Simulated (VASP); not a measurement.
# Cd (P6_3/mmc) in VASP: further runs

Cd is run at these levels: LDA, PBE, revPBE, BLYP; tasks: single point.

Everything below comes from runs of VASP 6.6.1. Logs are shortened: lines on timing, memory, paths and dates and some standing lists are left out, and cuts for length are marked.

**1. The cell of the first run**

It takes space group P6_3/mmc (No. 194, hexagonal). The conventional cell has a = 3.093 Å, b = 3.093 Å, c = 10.431 Å, α = 90.00°, β = 90.00°, γ = 120.00°. Within 4.1 Å of Cd (site symmetry -6m2) lie 12 Cd at 3.09 to 3.16 Å. Cd (site symmetry -3m) has 12 Cd at 3.09 to 3.16 Å within 4.1 Å.

**2. Single point, LDA**

POSCAR reads:

```
Cd
1.0
    3.0930676374      0.0000000000      0.0000000000
   -1.5465338187      2.6786751496      0.0000000000
    0.0000000000      0.0000000000     10.4307369600
Cd
4
Direct
    0.6666666667      0.3333333333      0.7500000000
    0.0000000000      0.0000000000      0.5000000000
    0.3333333333      0.6666666667      0.2500000000
    0.0000000000      0.0000000000      0.0000000000
```

INCAR.step1 reads:

```
ALGO = Fast ; EDIFF = 1E-7
ENCUT = 520 ; GGA = CA
ISIF = 2 ; ISMEAR = -1
LASPH = T ; LCHARG = T
LREAL = F ; LWAVE = F
NBANDS = 32 ; NELM = 60
PREC = Accurate ; SIGMA = 0.05
```

KPOINTS.step1 reads:

```
k-points
0
Gamma
  6 6 2
```

INCAR.step2 reads:

```
ALGO = Fast ; EDIFF = 1E-7
ENCUT = 520 ; GGA = CA
ICHARG = 11 ; ISIF = 2
ISMEAR = -5 ; LASPH = T
LCHARG = F ; LORBIT = 10
LREAL = F ; LWAVE = F
NEDOS = 1001 ; NELM = 60
PREC = Accurate ; SIGMA = 0.05
```

KPOINTS.step2 reads:

```
k-points
0
Gamma
  9 9 3
```

Potentials or basis: VASP PAW LDA potentials, release 64 (Cd).

Launch:

```
> cat potpaw_LDA.64/Cd/POTCAR > POTCAR
> cp INCAR.step1 INCAR
> cp KPOINTS.step1 KPOINTS
> mpirun -np 1 vasp_std > vasp.out
> cp INCAR.step2 INCAR
> cp KPOINTS.step2 KPOINTS
> mpirun -np 1 vasp_std > vasp.out
```

OUTCAR:

```text
EDIFF = 1E-7
   ENCUT = 520
   GGA = CA
   ICHARG = 11
   ISIF = 2
   ISMEAR = -5
   LASPH = T
   LORBIT = 10
   LREAL = F
   NELM = 60
   PREC = Accurate

 ion  position               nearest neighbor table
   1  0.667  0.333  0.750-   2 3.16   4 3.16   2 3.16   4 3.16   2 3.16   4 3.16
   2  0.000  0.000  0.500-   1 3.16   3 3.16   3 3.16   1 3.16   1 3.16   3 3.16
   3  0.333  0.667  0.250-   2 3.16   4 3.16   2 3.16   4 3.16   2 3.16   4 3.16
   4  0.000  0.000  0.000-   1 3.16   3 3.16   3 3.16   1 3.16   1 3.16   3 3.16

  LATTYP: Found a hexagonal cell.
 ALAT       =     3.0930676374
 C/A-ratio  =     3.3722951396

  Lattice vectors:

 A1 = (   3.0930676374,   0.0000000000,   0.0000000000)
 A2 = (  -1.5465338187,   2.6786751496,   0.0000000000)
 A3 = (   0.0000000000,   0.0000000000,  10.4307369600)

Analysis of symmetry for initial positions (statically):
=====================================================================
 Subroutine PRICEL returns:
 Original cell was already a primitive cell.

 Routine SETGRP: Setting up the symmetry group for a
 hexagonal supercell.

 Subroutine GETGRP returns: Found 24 space group operations
 (whereof 12 operations were pure point group operations)
 out of a pool of 24 trial point group operations.

The static configuration has the point symmetry D_3d.
 The point group associated with its full space group is D_6h.

Analysis of symmetry for dynamics (positions and initial velocities):
=====================================================================
 Subroutine PRICEL returns:
 Original cell was already a primitive cell.

 Routine SETGRP: Setting up the symmetry group for a
 hexagonal supercell.

 Subroutine GETGRP returns: Found 24 space group operations
 (whereof 12 operations were pure point group operations)
 out of a pool of 24 trial point group operations.

The dynamic configuration has the point symmetry D_3d.
 The point group associated with its full space group is D_6h.

 Subroutine INISYM returns: Found 24 space group operations
 (whereof 12 operations are pure point group operations),
 and found     1 'primitive' translations

----------------------------------------------------------------------------------------

                                     Primitive cell

  volume of cell :      86.4220

  direct lattice vectors                    reciprocal lattice vectors
     3.093067637  0.000000000  0.000000000     0.323303632  0.186659439  0.000000000
    -1.546533819  2.678675150  0.000000000     0.000000000  0.373318877  0.000000000
     0.000000000  0.000000000 10.430736960     0.000000000  0.000000000  0.095870503

  length of vectors
     3.093067637  3.093067637 10.430736960     0.373318877  0.373318877  0.095870503

  position of ions in fractional coordinates (direct lattice)
     0.666666667  0.333333333  0.750000000
     0.000000000  0.000000000  0.500000000
     0.333333333  0.666666667  0.250000000
     0.000000000  0.000000000  0.000000000

  ion indices of the primitive-cell ions
   primitive index   ion index
                 1           1
                 2           2
                 3           3
                 4           4

----------------------------------------------------------------------------------------

 KPOINTS: k-points

Automatic generation of k-mesh.
 Grid dimensions read from file:
 generate k-points for:    9    9    3

 Generating k-lattice:

  Cartesian coordinates                     Fractional coordinates (reciprocal lattice)
     0.035922626  0.020739938  0.000000000     0.111111111  0.000000000  0.000000000
     0.000000000  0.041479875  0.000000000     0.000000000  0.111111111  0.000000000
     0.000000000  0.000000000  0.031956834     0.000000000  0.000000000  0.333333333

  Length of vectors
     0.041479875  0.041479875  0.031956834

  Shift w.r.t. Gamma in fractional coordinates (k-lattice)
     0.000000000  0.000000000  0.000000000

 TETIRR: Found    207 inequivalent tetrahedra from     1458

 Subroutine IBZKPT returns following result:
 ===========================================

 Found     24 irreducible k-points:

 Following reciprocal coordinates:
            Coordinates               Weight
  0.000000  0.000000  0.000000      1.000000
  0.111111  0.000000  0.000000      6.000000
  0.222222  0.000000  0.000000      6.000000
  0.333333  0.000000  0.000000      6.000000
  0.444444  0.000000  0.000000      6.000000
  0.111111  0.111111  0.000000      6.000000
[... 16 lines left out ...]
  0.333333  0.222222  0.333333     24.000000
  0.333333  0.333333  0.333333      4.000000
   k-points           NKPTS =     24   k-points in BZ     NKDIM =     24   number of bands    NBANDS=     28
   number of dos      NEDOS =   1001   number of ions     NIONS =      4
   total plane-waves  NPLWV =  46080
   dimension x,y,z NGX =    24 NGY =   24 NGZ =   80
   dimension x,y,z NGXF=    48 NGYF=   48 NGZF=  160
   ions per type =               4
   NGX,Y,Z   is equivalent  to a cutoff of  12.90, 12.90, 12.75 a.u.
   NGXF,Y,Z  is equivalent  to a cutoff of  25.80, 25.80, 25.50 a.u.
 SYSTEM =  unknown system
   PREC   = accura    normal or accurate (medium, high low for compatibility)
   ISTART =      0    job   : 0-new  1-cont  2-samecut
   ICHARG =     11    charge: 1-file 2-atom 10-const
   ISPIN  =      1    spin polarized calculation?
   LNONCOLLINEAR =      F non collinear calculations
   LSORBIT =      F    spin-orbit coupling
   LASPH  =      T    aspherical Exc in radial PAW
   ENCUT  =  520.0 eV  38.22 Ry    6.18 a.u.   5.75  5.75 19.39*2*pi/ulx,y,z
   NELM   =     60;   NELMIN=  2; NELMDL=  0     # of ELM steps
   EDIFF  = 0.1E-06   stopping-criterion for ELM
   LREAL  =      F    real-space projection
   EDIFFG = 0.1E-05   stopping-criterion for IOM
   NSW    =      0    number of steps for IOM
   IBRION =     -1    ionic relax: 0-MD 1-quasi-New 2-CG
   NFREE  =      0    steps in history (QN), initial steepest desc. (CG)
   ISIF   =      2    stress and relaxation
   ISYM   =      2    0-nonsym 1-usesym 2-fastsym
   POTIM  = 0.5000    time-step for ionic-motion
   TEBEG  =    0.0;   TEEND  =   0.0 temperature during run
   PSTRESS=    0.0 pullay stress
   NELECT =      48.0000    total number of electrons
   NUPDOWN=      -1.0000    fix difference up-down
   EMIN   =  10.00;   EMAX   =-10.00  energy-range for DOS
   EFERMI =   0.00;   METHOD = LEGACY
   ISMEAR =    -5;   SIGMA  =   0.05  broadening in eV -4-tet -1-fermi 0-gaus
   EFERMI_NEDOS =   21; number of points for ismear=-14 and -15
   IALGO  =     68    algorithm
   IMIX   =      4    mixing-type and parameters
     AMIX     =   0.40;   BMIX     =  1.00
     AMIX_MAG =   1.60;   BMIX_MAG =  1.00
  volume/ion in A,a.u.               =      21.61       145.80
  Fermi-wavevector in a.u.,A,eV,Ry     =   1.345696  2.542997 24.638774  1.810899
  Thomas-Fermi vector in A             =   2.473588
   LORBIT       =     10    0 simple, 1 ext, 2 COOP (PROOUT), +10 PAW based schemes
   GGA     = CA    functional components
   LHFCALC =     F    Hartree Fock is set to
   AEXX    =    0.0000 exact exchange contribution
   IVDW    =     0    specifies the selected vdW correction
   LEPSILON=     F    determine dielectric tensor
   LRPA    =     F    only Hartree local field effects (RPA)
 non-spin polarized calculation
 RMM-DIIS sequential band-by-band and
 Fermi weights with tetrahedron method with Bloechl corrections
  energy-cutoff  :      520.00
  volume of cell :       86.42
 maximum number of plane-waves:      2342
 NGX is ok and might be reduce to    24

 number of electron      48.0000039 magnetization

 Free energy of the ion-electron system (eV)
  ---------------------------------------------------
  ext. energy  EPLUGINS =         0.00000000
  ---------------------------------------------------
  free energy    TOTEN  =        -5.87609182 eV

  energy without entropy =       -5.87609182  energy(sigma->0) =       -5.87609182

 E-fermi :   2.6594     XC(G=0): -11.3772

 val. band max:        2.7570243256   @ k =   0.3333   0.0000   0.0000
 cond. band min:       2.3856735767   @ k =   0.4444   0.1111   0.0000
 fundamental gap:     -0.3713507489
 Fermi energy:         2.6594377595

 k-point     1 :       0.0000    0.0000    0.0000
  band No.  band energies     occupation
      1      -6.9781      2.00000
      2      -6.7558      2.00000
      3      -6.7390      2.00000
      4      -6.5147      2.00000
      5      -6.4304      2.00000
      6      -6.4304      2.00000
[... 20 lines left out ...]
     27       8.3364      0.00000
     28      15.6442      0.00000

 k-point     2 :       0.1111    0.0000    0.0000
  band No.  band energies     occupation
      1      -6.8873      2.00000
      2      -6.6770      2.00000
      3      -6.6736      2.00000
      4      -6.4863      2.00000
      5      -6.4685      2.00000
      6      -6.4641      2.00000
[... 20 lines left out ...]
     27       8.5865      0.00000
     28      12.4952      0.00000

 k-point     3 :       0.2222    0.0000    0.0000
  band No.  band energies     occupation
      1      -6.8427      2.00000
      2      -6.6966      2.00000
      3      -6.6755      2.00000
      4      -6.5776      2.00000
      5      -6.5589      2.00000
      6      -6.4352      2.00000
[... 20 lines left out ...]
     27       9.1817      0.00000
     28       9.2938      0.00000

 k-point     4 :       0.3333    0.0000    0.0000
  band No.  band energies     occupation
      1      -6.9846      2.00000
      2      -6.8553      2.00000
      3      -6.8320      2.00000
      4      -6.7883      2.00000
      5      -6.7563      2.00000
      6      -6.5378      2.00000
[... 20 lines left out ...]
     27       6.4150      0.00000
     28       6.5477      0.00000

 k-point     5 :       0.4444    0.0000    0.0000
  band No.  band energies     occupation
      1      -7.0916      2.00000
      2      -6.9941      2.00000
      3      -6.9671      2.00000
      4      -6.8778      2.00000
      5      -6.8720      2.00000
      6      -6.6359      2.00000
[... 20 lines left out ...]
     27       4.6413      0.00000
     28       5.7366      0.00000

 k-point     6 :       0.1111    0.1111    0.0000
  band No.  band energies     occupation
      1      -6.7602      2.00000
      2      -6.6593      2.00000
      3      -6.5889      2.00000
      4      -6.5447      2.00000
      5      -6.5312      2.00000
      6      -6.4920      2.00000
[... 463 lines left out ...]
      5      -6.7538      2.00000
      6      -6.7420      2.00000
[... 20 lines left out ...]
     27       4.7611      0.00000
     28       4.8489      0.00000

 k-point    22 :       0.2222    0.2222    0.3333
  band No.  band energies     occupation
      1      -6.7762      2.00000
      2      -6.7336      2.00000
      3      -6.7310      2.00000
      4      -6.6452      2.00000
      5      -6.5836      2.00000
      6      -6.5691      2.00000
[... 20 lines left out ...]
     27       6.0464      0.00000
     28       6.2808      0.00000

 k-point    23 :       0.3333    0.2222    0.3333
  band No.  band energies     occupation
      1      -6.8239      2.00000
      2      -6.8057      2.00000
      3      -6.6878      2.00000
      4      -6.6701      2.00000
      5      -6.6202      2.00000
      6      -6.5856      2.00000
[... 20 lines left out ...]
     27       5.0054      0.00000
     28       5.4763      0.00000

 k-point    24 :       0.3333    0.3333    0.3333
  band No.  band energies     occupation
      1      -6.7769      2.00000
      2      -6.7769      2.00000
      3      -6.6583      2.00000
      4      -6.5656      2.00000
      5      -6.5028      2.00000
      6      -6.5028      2.00000
[... 20 lines left out ...]
     27       4.6862      0.00000
     28       5.0754      0.00000

------------------------ aborting loop because EDIFF is reached ----------------------------------------

  FORCE on cell =-STRESS in cart. coord.  units (eV):
  Direction    XX          YY          ZZ          XY          YZ          ZX
  --------------------------------------------------------------------------------------
  -------------------------------------------------------------------------------------
  Total       -3.3698551     -3.3698551     -2.2386368     -0.0000000      0.0000000     -0.0000000
  in kB      -62.4737178    -62.4737178    -41.5020695     -0.0000000      0.0000000     -0.0000000
  external PRESSURE =     -55.4831684 kB  Pullay stress =       0.0000000 kB

 VOLUME and BASIS-vectors are now :
 -----------------------------------------------------------------------------
  energy-cutoff  :      520.00
  volume of cell :       86.42
      direct lattice vectors                 reciprocal lattice vectors
     3.093067637  0.000000000  0.000000000     0.323303632  0.186659439  0.000000000
    -1.546533819  2.678675150  0.000000000     0.000000000  0.373318877  0.000000000
     0.000000000  0.000000000 10.430736960     0.000000000  0.000000000  0.095870503

 POSITION                                       TOTAL-FORCE (eV/Angst)
 -----------------------------------------------------------------------------------
      1.54653      0.89289      7.82305        -0.000000     -0.000000     -0.000000
      0.00000      0.00000      5.21537         0.000000      0.000000     -0.000000
     -0.00000      1.78578      2.60768        -0.000000      0.000000      0.000000
      0.00000      0.00000      0.00000         0.000000      0.000000     -0.000000
 -----------------------------------------------------------------------------------
    total drift:                               -0.000000      0.000000      0.000000

  FREE ENERGIE OF THE ION-ELECTRON SYSTEM (eV)
  ---------------------------------------------------
  free  energy   TOTEN  =        -5.8760918155 eV

  energy  without entropy=       -5.8760918155  energy(sigma->0) =       -5.87609182

 total charge

# of ion       s       p       d       tot
------------------------------------------
    1        0.546   0.285   9.478  10.309
    2        0.536   0.296   9.477  10.309
    3        0.546   0.285   9.478  10.309
    4        0.536   0.296   9.477  10.309
--------------------------------------------------
tot          2.164   1.161  37.911  41.236
```

It took 41 s on 1 thread of Intel Xeon Platinum 8488C (Sapphire Rapids), shared host; peak memory 0.17 GiB.

What came out:

```yaml
Valence_electrons_inside_the_program's_atomic_spheres: Cd 10.31
```

Levels at points of the mesh, in eV from the Fermi level:
| k point | band 22 | band 23 | band 24 | band 25 | band 26 | band 27 |
| --- | --- | --- | --- | --- | --- | --- |
| (0.00, 0.00, 0.00) | -7.17 | -7.16 | -2.52 | -1.74 | 5.67 | 5.68 |

Caveat: the k points lie up to 0.39 Å⁻¹ apart.

**3. Single point, PBE**

POSCAR is that of step 2.

INCAR.step1 reads:

```
PREC = Accurate ; ENCUT = 520
EDIFF = 1E-6 ; ISMEAR = -1
SIGMA = 0.05 ; LREAL = False
LASPH = True ; NELM = 80
ALGO = Normal ; ISIF = 2
LWAVE = False ; LCHARG = True
GGA = PE ; NBANDS = 32
```

KPOINTS.step1 reads:

```
regular mesh
0
Gamma
  6 6 2
```

INCAR.step2 reads:

```
PREC = Accurate ; ENCUT = 520
EDIFF = 1E-6 ; ISMEAR = -5
SIGMA = 0.05 ; LREAL = False
LASPH = True ; NELM = 80
ALGO = Normal ; ISIF = 2
LWAVE = False ; LCHARG = False
GGA = PE ; LORBIT = 10
NBANDS = 32 ; NEDOS = 2001
ICHARG = 11
```

KPOINTS.step2 reads:

```
regular mesh
0
Gamma
  9 9 3
```

Potentials or basis: VASP PAW PBE potentials, release 64 (Cd).

Launch:

```
> cat potpaw_PBE.64/Cd/POTCAR > POTCAR
> cp INCAR.step1 INCAR
> cp KPOINTS.step1 KPOINTS
> mpirun -np 1 vasp_std > vasp.out
> cp INCAR.step2 INCAR
> cp KPOINTS.step2 KPOINTS
> mpirun -np 1 vasp_std > vasp.out
```

Wall time 39 s (1 thread of Intel Xeon Platinum 8488C (Sapphire Rapids), shared host); peak memory 0.2 GiB.

Results (log left out):

```
Valence electrons inside the program's atomic spheres : Cd 10.31
```

Levels at points of the mesh, in eV from the Fermi level:
| k point | band 22 | band 23 | band 24 | band 25 | band 26 | band 27 |
| --- | --- | --- | --- | --- | --- | --- |
| (0.00, 0.00, 0.00) | -7.17 | -7.17 | -2.55 | -1.73 | 5.67 | 5.67 |

Caveat: the k points lie up to 0.39 Å⁻¹ apart.

**4. Single point, revPBE**

POSCAR is that of step 3.

INCAR.step1 reads:

```
SYSTEM = Cd
PREC = Accurate ; ENCUT = 520
EDIFF = 1E-7 ; ISMEAR = -1
SIGMA = 0.05 ; LREAL = .FALSE.
LASPH = .TRUE. ; NELM = 60
ALGO = Normal ; ISIF = 2
LWAVE = .FALSE. ; LCHARG = .TRUE.
GGA = RE ; NBANDS = 32
```

KPOINTS.step1 reads:

```
Automatic mesh
0
G
  6 6 2
  0 0 0
```

INCAR.step2 reads:

```
SYSTEM = Cd
PREC = Accurate ; ENCUT = 520
EDIFF = 1E-7 ; ISMEAR = -5
SIGMA = 0.05 ; LREAL = .FALSE.
LASPH = .TRUE. ; NELM = 60
ALGO = Normal ; ISIF = 2
LWAVE = .FALSE. ; LCHARG = .FALSE.
GGA = RE ; LORBIT = 10
NBANDS = 32 ; NEDOS = 2001
ICHARG = 11
```

KPOINTS.step2 reads:

```
Automatic mesh
0
G
  9 9 3
  0 0 0
```

Launch:

```
> cat potpaw_PBE.64/Cd/POTCAR > POTCAR
> cp INCAR.step1 INCAR
> cp KPOINTS.step1 KPOINTS
> mpirun -np 1 vasp_std > vasp.out
> cp INCAR.step2 INCAR
> cp KPOINTS.step2 KPOINTS
> mpirun -np 1 vasp_std > vasp.out
```

Run time: 55 s. Hardware: 1 thread of Intel Xeon Platinum 8488C (Sapphire Rapids), shared host; peak memory 0.2 GiB.

The run converged. Its results:

- Valence electrons inside the program's atomic spheres: Cd 10.31

Levels at points of the mesh, in eV from the Fermi level:
| k point | band 21 | band 22 | band 23 | band 24 | band 25 | band 26 | band 27 | band 28 |
| --- | --- | --- | --- | --- | --- | --- | --- | --- |
| (0.00, 0.00, 0.00) | -8.43 | -7.18 | -7.17 | -2.56 | -1.72 | 5.67 | 5.67 | 13.11 |

Caveat: the k points lie up to 0.39 Å⁻¹ apart; the PAW data sets were made with another functional, which shifts forces and pressure a little.

(Continued in part 2 of 2.)
